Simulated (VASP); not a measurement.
ZnS: single point with r2SCAN

Crystal: ZnS.

```
Zn S
1.0
     0.00000    2.54262    2.54262
     2.54262    0.00000    2.54262
     2.54262    2.54262    0.00000
Zn S
1 1
Direct
  0.25000 0.25000 0.25000
  0.00000 0.00000 0.00000
```

* Program: VASP 6.6.1
* Task: single point
* Functional: r2SCAN
* Potentials or basis: VASP PAW PBE potentials, release 64 (Zn, S)
* Cutoff: 520 eV
* k mesh: 8 × 8 × 8
* Occupations: gaussian, width 0.05 eV
* Spin: no spin polarisation

```
Pressure               : 20.2 GPa
Band gap on the k mesh : 3.26 eV (least direct gap 3.57 eV)
```

Levels at points of the mesh, in eV from the valence-band top:
| k point | band 6 | band 7 | band 8 | band 9 | band 10 | band 11 | band 12 | band 13 |
| --- | --- | --- | --- | --- | --- | --- | --- | --- |
| (0.00, 0.00, 0.00) | -6.64 | 0.00 | 0.00 | 0.00 | 3.57 | 6.67 | 6.67 | 6.67 |
| (0.50, 0.00, 0.00) | -6.59 | -6.32 | -1.20 | -1.20 | 4.15 | 7.19 | 7.19 | 10.05 |
| (0.50, 0.50, 0.00) | -6.36 | -5.41 | -3.05 | -3.05 | 3.26 | 4.31 | 13.35 | 14.09 |

Run time: 62 s on 1 thread of Intel(R) Xeon(R) Platinum 8259CL CPU @ 2.50GHz (Skylake/Cascade Lake), on a shared host, peak memory 0.17 GiB.

Caveat: the cell stands under pressure; the PAW data sets were made with another functional, which shifts forces and pressure a little. A k mesh can miss the band edges.
